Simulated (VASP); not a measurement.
# Ba (Im-3m) in VASP: further runs

Ba is run at these levels: PBEsol; tasks: relaxation of cell and atoms.

Program: VASP 6.6.1. These are calculated values, not measurements. Logs are shortened: lines on timing, memory, paths and dates and some standing lists are left out, and cuts for length are marked.

## Step 1: The cell of the first run

It takes space group Im-3m (No. 229, cubic). Conventional cell: a = 5.013 Å, b = 5.013 Å, c = 5.013 Å, α = 90.00°, β = 90.00°, γ = 90.00°. Within 5.7 Å of Ba (site symmetry m-3m) lie 14 Ba at 4.34 to 5.01 Å.

## Step 2: Relaxation of cell and atoms, PBEsol, target pressure 2 GPa, at which the enthalpy is minimised

The input, INCAR:

```
PREC = Accurate ; ENCUT = 600
EDIFF = 1E-6 ; ISMEAR = -1
SIGMA = 0.05 ; LREAL = F
LASPH = T ; NELM = 80
ALGO = Normal ; ISIF = 3
LWAVE = F ; LCHARG = F
GGA = PS ; IBRION = 2
NSW = 60 ; EDIFFG = -0.01
PSTRESS = 20.0
```

The input, KPOINTS:

```
Automatic mesh
0
Gamma
  8 8 8
```

The input, POSCAR:

```
Ba
1.0
   -2.5065000000      2.5065000000      2.5065000000
    2.5065000000     -2.5065000000      2.5065000000
    2.5065000000      2.5065000000     -2.5065000000
Ba
1
Direct
    0.0000000000      0.0000000000      0.0000000000
```

Potentials or basis: VASP PAW PBE potentials, release 64 (Ba_sv).

The run is started by

```
$ cat potpaw_PBE.64/Ba_sv/POTCAR > POTCAR
$ mpirun -np 1 vasp_std > vasp.out
```

OUTCAR:

```text
PREC = Accurate
   ENCUT = 600
   EDIFF = 1E-6
   ISMEAR = -1
   LREAL = F
   LASPH = T
   NELM = 80
   ISIF = 3
   GGA = PS
   IBRION = 2
   NSW = 60
   EDIFFG = -0.01
   PSTRESS = 20.0

 ion  position               nearest neighbor table
   1  0.000  0.000  0.000-

  LATTYP: Found a body centered cubic cell.
 ALAT       =     5.0130000000

  Lattice vectors:

 A1 = (  -2.5065000000,   2.5065000000,   2.5065000000)
 A2 = (   2.5065000000,  -2.5065000000,   2.5065000000)
 A3 = (   2.5065000000,   2.5065000000,  -2.5065000000)

Analysis of symmetry for initial positions (statically):
=====================================================================
 Subroutine PRICEL returns:
 Original cell was already a primitive cell.

 Routine SETGRP: Setting up the symmetry group for a
 body centered cubic supercell.

 Subroutine GETGRP returns: Found 48 space group operations
 (whereof 48 operations were pure point group operations)
 out of a pool of 48 trial point group operations.

The static configuration has the point symmetry O_h .

Analysis of symmetry for dynamics (positions and initial velocities):
=====================================================================
 Subroutine PRICEL returns:
 Original cell was already a primitive cell.

 Routine SETGRP: Setting up the symmetry group for a
 body centered cubic supercell.

 Subroutine GETGRP returns: Found 48 space group operations
 (whereof 48 operations were pure point group operations)
 out of a pool of 48 trial point group operations.

The dynamic configuration has the point symmetry O_h .

 Subroutine INISYM returns: Found 48 space group operations
 (whereof 48 operations are pure point group operations),
 and found     1 'primitive' translations

----------------------------------------------------------------------------------------

                                     Primitive cell

  volume of cell :      62.9888

  direct lattice vectors                    reciprocal lattice vectors
    -2.506500000  2.506500000  2.506500000     0.000000000  0.199481348  0.199481348
     2.506500000 -2.506500000  2.506500000     0.199481348  0.000000000  0.199481348
     2.506500000  2.506500000 -2.506500000     0.199481348  0.199481348  0.000000000

  length of vectors
     4.341385349  4.341385349  4.341385349     0.282109228  0.282109228  0.282109228

  position of ions in fractional coordinates (direct lattice)
     0.000000000  0.000000000  0.000000000

  ion indices of the primitive-cell ions
   primitive index   ion index
                 1           1

----------------------------------------------------------------------------------------

 KPOINTS: Automatic mesh

Automatic generation of k-mesh.
 Grid dimensions read from file:
 generate k-points for:    8    8    8

 Generating k-lattice:

  Cartesian coordinates                     Fractional coordinates (reciprocal lattice)
     0.000000000  0.024935169  0.024935169     0.125000000  0.000000000  0.000000000
     0.024935169  0.000000000  0.024935169     0.000000000  0.125000000  0.000000000
     0.024935169  0.024935169  0.000000000     0.000000000  0.000000000  0.125000000

  Length of vectors
     0.035263654  0.035263654  0.035263654

  Shift w.r.t. Gamma in fractional coordinates (k-lattice)
     0.000000000  0.000000000  0.000000000

 Subroutine IBZKPT returns following result:
 ===========================================

 Found     29 irreducible k-points:

 Following reciprocal coordinates:
            Coordinates               Weight
  0.000000  0.000000  0.000000      1.000000
  0.125000  0.000000  0.000000     12.000000
  0.250000  0.000000  0.000000     12.000000
  0.375000  0.000000  0.000000     12.000000
  0.500000  0.000000  0.000000      6.000000
  0.125000  0.125000  0.000000     24.000000
[... 16 lines left out ...]
 -0.250000  0.250000  0.250000      6.000000
 -0.375000  0.375000  0.250000     24.000000
 [... further k-points ...]
   k-points           NKPTS =     29   k-points in BZ     NKDIM =     29   number of bands    NBANDS=      9
   number of dos      NEDOS =    301   number of ions     NIONS =      1
   total plane-waves  NPLWV =  46656
   dimension x,y,z NGX =    36 NGY =   36 NGZ =   36
   dimension x,y,z NGXF=    72 NGYF=   72 NGZF=   72
   ions per type =               1
   NGX,Y,Z   is equivalent  to a cutoff of  13.79, 13.79, 13.79 a.u.
   NGXF,Y,Z  is equivalent  to a cutoff of  27.57, 27.57, 27.57 a.u.
 SYSTEM =  unknown system
   PREC   = accura    normal or accurate (medium, high low for compatibility)
   ISTART =      0    job   : 0-new  1-cont  2-samecut
   ICHARG =      2    charge: 1-file 2-atom 10-const
   ISPIN  =      1    spin polarized calculation?
   LNONCOLLINEAR =      F non collinear calculations
   LSORBIT =      F    spin-orbit coupling
   LASPH  =      T    aspherical Exc in radial PAW
   ENCUT  =  600.0 eV  44.10 Ry    6.64 a.u.   8.67  8.67  8.67*2*pi/ulx,y,z
   NELM   =     80;   NELMIN=  2; NELMDL= -5     # of ELM steps
   EDIFF  = 0.1E-05   stopping-criterion for ELM
   LREAL  =      F    real-space projection
   EDIFFG = -.1E-01   stopping-criterion for IOM
   NSW    =     60    number of steps for IOM
   IBRION =      2    ionic relax: 0-MD 1-quasi-New 2-CG
   NFREE  =      1    steps in history (QN), initial steepest desc. (CG)
   ISIF   =      3    stress and relaxation
   ISYM   =      2    0-nonsym 1-usesym 2-fastsym
   POTIM  = 0.5000    time-step for ionic-motion
   TEBEG  =    0.0;   TEEND  =   0.0 temperature during run
   PSTRESS=   20.0 pullay stress
   NELECT =      10.0000    total number of electrons
   NUPDOWN=      -1.0000    fix difference up-down
   EMIN   =  10.00;   EMAX   =-10.00  energy-range for DOS
   EFERMI =   0.00;   METHOD = LEGACY
   ISMEAR =    -1;   SIGMA  =   0.05  broadening in eV -4-tet -1-fermi 0-gaus
   EFERMI_NEDOS =   21; number of points for ismear=-14 and -15
   IALGO  =     38    algorithm
   IMIX   =      4    mixing-type and parameters
     AMIX     =   0.40;   BMIX     =  1.00
     AMIX_MAG =   1.60;   BMIX_MAG =  1.00
  volume/ion in A,a.u.               =      62.99       425.07
  Fermi-wavevector in a.u.,A,eV,Ry     =   0.886449  1.675146 10.691349  0.785792
  Thomas-Fermi vector in A             =   2.007617
   LORBIT       =      0    0 simple, 1 ext, 2 COOP (PROOUT), +10 PAW based schemes
   GGA     = PS    functional components
   LHFCALC =     F    Hartree Fock is set to
   AEXX    =    0.0000 exact exchange contribution
   IVDW    =     0    specifies the selected vdW correction
   LEPSILON=     F    determine dielectric tensor
   LRPA    =     F    only Hartree local field effects (RPA)
 conjugate gradient relaxation of ions
 non-spin polarized calculation
  energy-cutoff  :      600.00
  volume of cell :       62.99
 maximum number of plane-waves:      2123
   NGX = 17   NGY = 17   NGZ = 17

--------------------------------------- Ionic step        1  -------------------------------------------

 number of electron      10.0000001 magnetization

 Free energy of the ion-electron system (eV)
  ---------------------------------------------------
  ext. energy  EPLUGINS =         0.00000000
  ---------------------------------------------------
  free energy    TOTEN  =        -2.14863480 eV

  energy without entropy =       -2.14059253  energy(sigma->0) =       -2.14461366

------------------------ aborting loop because EDIFF is reached ----------------------------------------

  FORCE on cell =-STRESS in cart. coord.  units (eV):
  Direction    XX          YY          ZZ          XY          YZ          ZX
  --------------------------------------------------------------------------------------
  -------------------------------------------------------------------------------------
  Total       -0.2579090     -0.2579090     -0.2579090      0.0000000      0.0000000      0.0000000
  in kB       -6.5601520     -6.5601520     -6.5601520      0.0000000      0.0000000      0.0000000
  external PRESSURE =     -26.5601520 kB  Pullay stress =      20.0000000 kB
[... 98 lines left out ...]
  enthalpy is  TOTEN    =        -1.4893858082 eV   P V=        0.6268745168

--------------------------------------- Ionic step        4  -------------------------------------------

 number of electron      10.0000001 magnetization

 Free energy of the ion-electron system (eV)
  ---------------------------------------------------
  ext. energy  EPLUGINS =         0.00000000
  ---------------------------------------------------
  free energy    TOTEN  =        -2.10777770 eV

  energy without entropy =       -2.10074885  energy(sigma->0) =       -2.10426328

 E-fermi :   2.3343     XC(G=0):  -8.3358

 val. band max:        2.2453101944   @ k =  -0.3750   0.5000   0.2500
 cond. band min:       2.5317925314   @ k =  -0.3750   0.3750   0.2500
 fundamental gap:      0.2864823369
 Fermi energy:         2.3342870432

 k-point     1 :       0.0000    0.0000    0.0000
  band No.  band energies     occupation
      1     -26.1057      2.00000
      2     -10.8197      2.00000
      3     -10.8197      2.00000
      4     -10.8197      2.00000
      5      -0.4149      2.00000
      6       4.4745      0.00000
      7       4.4745      0.00000
      8       4.4745      0.00000
      9       6.2756      0.00000
[... 265 lines left out ...]
 k-point    24 :      -0.3750    0.3750    0.2500
  band No.  band energies     occupation
      1     -25.9572      2.00000
      2     -11.5441      2.00000
      3     -11.2572      2.00000
      4     -11.1772      2.00000
      5       2.1843      1.90513
      6       2.5318      0.03778
      7       4.6355      0.00000
      8       4.9578      0.00000
      9       6.9957      0.00000

 [... further k-points ...]
[... 5 lines left out ...]
  --------------------------------------------------------------------------------------
  -------------------------------------------------------------------------------------
  Total        0.6217917      0.6217917      0.6217917      0.0000000      0.0000000     -0.0000000
  in kB       20.1224664     20.1224664     20.1224664      0.0000000      0.0000000     -0.0000000
  external PRESSURE =       0.1224664 kB  Pullay stress =      20.0000000 kB
[... 16 lines left out ...]
  FREE ENERGIE OF THE ION-ELECTRON SYSTEM (eV)
  ---------------------------------------------------
  free  energy   TOTEN  =        -2.1077777010 eV

  energy  without entropy=       -2.1007488532  energy(sigma->0) =       -2.10426328

  enthalpy is  TOTEN    =        -1.4897702514 eV   P V=        0.6180074496

 reached required accuracy - stopping structural energy minimisation
```

It took 54 s on 1 thread of Intel Xeon Platinum 8259CL at 2.50GHz (Skylake/Cascade Lake), shared host; peak memory 0.21 GiB.

Results:

```
Free energy                                            : -2.1078 eV
Relaxed volume                                         : 49.51 Å³/atom
Relaxed cell                                           : a = 4.007 Å, b = 4.007 Å, c = 4.007 Å, α = 109.47°, β = 109.47°, γ = 109.47°
Space group after relaxing (to 0.05 Å)                 : Im-3m (No. 229)
Energy change on relaxing (the enthalpy is what falls) : +40.9 meV/atom
Ionic steps                                            : 4
Pressure after relaxing                                : 2.0 GPa
Band gap on the k mesh                                 : zero (band 5 reaches 3.20 eV, above the bottom of band 6 at 1.46 eV)
```

The path:
| step | energy change (eV) | largest force (eV/Å) | pressure (GPa) | volume (Å³) |
| --- | --- | --- | --- | --- |
| 1 | 0.0000 | 0.0000 | -0.66 | 62.99 |
| 2 | 0.0016 | 0.0000 | 0.86 | 53.94 |
| 3 | 0.0324 | 0.0000 | 1.80 | 50.22 |
| 4 | 0.0409 | 0.0000 | 2.01 | 49.51 |

Final structure:
```yaml
crystal:
  lattice:
    - [-2.31316, 2.31316, 2.31316]
    - [2.31316, -2.31316, 2.31316]
    - [2.31316, 2.31316, -2.31316]
  atoms:
    - { symbol: Ba, position: [0.00000, 0.00000, 0.00000] }
```

Caveat: the cell is relaxed towards a set pressure, so the enthalpy falls and the energy may rise; the volume moved by over 15 % at a fixed basis, so the end points are rough; the PAW data sets were made with another functional, which shifts forces and pressure a little; spin-orbit coupling is left out, which moves the levels of the heavy elements.

[end of part 1 of 3]
